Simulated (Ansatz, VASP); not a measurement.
Given: the input of a run of VASP 6.6.1 on As.

INCAR

```
ALGO     = Normal         # electronic algorithm
EDIFF    = 1E-6           # SCF threshold, eV
ENCUT    = 520            # plane-wave cutoff, eV
GGA      = PS             # functional
ISIF     = 2              # what is computed and relaxed
ISMEAR   = -1             # smearing method
LASPH    = T              # aspherical terms in the spheres
LCHARG   = F              # write CHGCAR
LREAL    = F              # projectors in reciprocal space
LWAVE    = F              # write WAVECAR
NBANDS   = 12             # bands
NELM     = 60             # most SCF steps
PREC     = Accurate       # precision mode
SIGMA    = 0.1            # smearing width, eV
```

KPOINTS

```
k-points
0
Gamma
  9 9 9
```

File POSCAR:

```
As
1.0
    1.8932528703      1.0930700543      3.5373346065
   -1.8932528703      1.0930700543      3.5373346065
    0.0000000000     -2.1861401086      3.5373346065
As
2
Direct
    0.2260000000      0.2260000000      0.2260000000
    0.7740000000      0.7740000000      0.7740000000
```

Potentials or basis: VASP PAW PBE potentials, release 64 (As).

The run is started by

```console
$ cat potpaw_PBE.64/As/POTCAR > POTCAR
$ mpirun -np 1 vasp_std > vasp.out
```

Q: Set up the same calculation for Ansatz 0.2.0. Potentials there: all-electron LAPW, inner shells corrected to Dirac's equation.

A: As run (the cutoff follows the program's own potentials):

File input.yaml:

```yaml
crystal:
  lattice:
    - [1.8932528703, 1.0930700543, 3.5373346065]
    - [-1.8932528703, 1.0930700543, 3.5373346065]
    - [0.0, -2.1861401086, 3.5373346065]
  atoms:
    - { symbol: As, position: [0.226, 0.226, 0.226] }
    - { symbol: As, position: [0.774, 0.774, 0.774] }
kpoints:
  mp_grid: { grid: [9, 9, 9] }
scf:
  occupations: { method: fermi_dirac, width: 0.1 }
hamiltonian:
  xc: pbesol
  pseudopotentials:
    kind: all_electron
    lapw: { basis_error: 0.001 }
    dirac_shells: { As: ["3p"] }
output:
  forces: true
  stress: true
  eigenvalues: true
```

Potentials or basis: all-electron LAPW, inner shells corrected to Dirac's equation.

Launch:

```bash
$ ansatz run input.yaml --threads 1 --pin off --max-ram 2560MiB --backend cpu --events-out ev --progress --plain --runs-dir out
```

Both were run:

|  | VASP | Ansatz | Ansatz less VASP |
| --- | --- | --- | --- |
| gap on the k mesh at the Fermi level (eV) | none | none | - |
| pressure (GPa) | -0.8 | -1.2 | -0.37 |
| traceless stress, the component that is largest in VASP (GPa) | -0.22 | -0.11 | +0.117 |
| rms of the force components (eV/Å) | 0.173 | 0.135 | -0.0378 |

VASP's potentials were made for PBE, not for PBEsol. Atom by atom the forces differ by 0.038 eV/Å (rms over components). A gap of «none» marks a metal or a gap that the smearing closes. Ansatz ran all-electron here, and VASP with PAW potentials.
